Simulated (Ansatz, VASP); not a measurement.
## Pb in VASP and in Ansatz

Contents of POSCAR:

```
Pb
1.0
   -1.9796595667      1.9796595667      1.9796595667
    1.9796595667     -1.9796595667      1.9796595667
    1.9796595667      1.9796595667     -1.9796595667
Pb
1
Direct
    0.0000000000      0.0000000000      0.0000000000
```

File INCAR.step1:

```
PREC     = Accurate       # precision mode
ENCUT    = 600            # plane-wave cutoff, eV
EDIFF    = 1E-5           # SCF threshold, eV
ISMEAR   = -1             # smearing method
SIGMA    = 0.05           # smearing width, eV
LREAL    = F              # projectors in reciprocal space
LASPH    = T              # aspherical terms in the spheres
NELM     = 80             # most SCF steps
ALGO     = Normal         # electronic algorithm
LWAVE    = T              # write WAVECAR
LCHARG   = F              # write CHGCAR
GGA      = PE             # functional
NBANDS   = 13             # bands
```

The input INCAR.step2:

```
PREC     = Accurate       # precision mode
ENCUT    = 600            # plane-wave cutoff, eV
EDIFF    = 1E-7           # SCF threshold, eV
ISMEAR   = -1             # smearing method
SIGMA    = 0.05           # smearing width, eV
LREAL    = F              # projectors in reciprocal space
LASPH    = T              # aspherical terms in the spheres
NELM     = 80             # most SCF steps
ALGO     = Normal         # electronic algorithm
ISIF     = 3              # what is computed and relaxed
LWAVE    = F              # write WAVECAR
LCHARG   = F              # write CHGCAR
GGA      = PS             # functional
LHFCALC  = T              # exact exchange
AEXX     = 0.25           # exact-exchange fraction
HFSCREEN = 0.207          # screening, 1/A
PRECFOCK = Normal       
IBRION   = 2              # ionic algorithm
NSW      = 60             # ionic steps
EDIFFG   = -0.01          # ionic threshold
ISTART   = 1
```

Contents of KPOINTS:

```
regular mesh
0
Gamma
  5 5 5
```

The input input:

```
crystal:
  lattice:
    - [-1.9796595667, 1.9796595667, 1.9796595667]
    - [1.9796595667, -1.9796595667, 1.9796595667]
    - [1.9796595667, 1.9796595667, -1.9796595667]
  atoms:
    - { symbol: Pb, position: [0.0, 0.0, 0.0] }
hamiltonian:
  xc:
    exchange: hjs_pbesol
    correlation: pbesol
    exx: { coeff: 0.25, omega: 0.207 }
  pseudopotentials: { kind: paw }
kpoints:
  mp_grid: { grid: [5, 5, 5] }
scf:
  occupations: { method: fermi_dirac, width: 0.05 }
output:
  forces: true
  stress: true
  eigenvalues: true
relax:
  f_tol: 0.01
  max_steps: 40
  cell: { stress_tol: 0.05 }
```

Alike in both runs: task relaxation of cell and atoms; functional PBEsol-based screened hybrid; k mesh 5 × 5 × 5; occupations fermi-dirac, width 0.05 eV; no spin polarisation.

```csv
,VASP,Ansatz
version,VASP 6.6.1,Ansatz 0.2.0
potentials or method,"VASP PAW PBE potentials, release 64 (Pb_d)",Ansatz PAW
plane-wave cutoff (eV),600,420
valence electrons in the cell,14,14
```

Ansatz gave:

```
gap on the k mesh at the Fermi level, each at its own relaxed structure (eV) : none
relaxed volume (Å³/atom)                                                     : 30.93
relaxed cell length with the largest relative difference (Å)                 : 3.425
```

What did VASP give for the same quantities?

gap on the k mesh at the Fermi level, each at its own relaxed structure (eV): none; relaxed volume (Å³/atom): 30.94; relaxed cell length with the largest relative difference (Å): 3.425.

VASP's potentials were made for PBE, not for PBEsol-based screened hybrid. A gap of «none» marks a metal or a gap that the smearing closes.

The k mesh is coarse, so the values compare programs but aren't converged. Neither program's run includes spin-orbit coupling. Noted on Ansatz's run: the plane-wave basis is chosen anew once the cell has moved, so the energies of steps on either side of that aren't comparable.
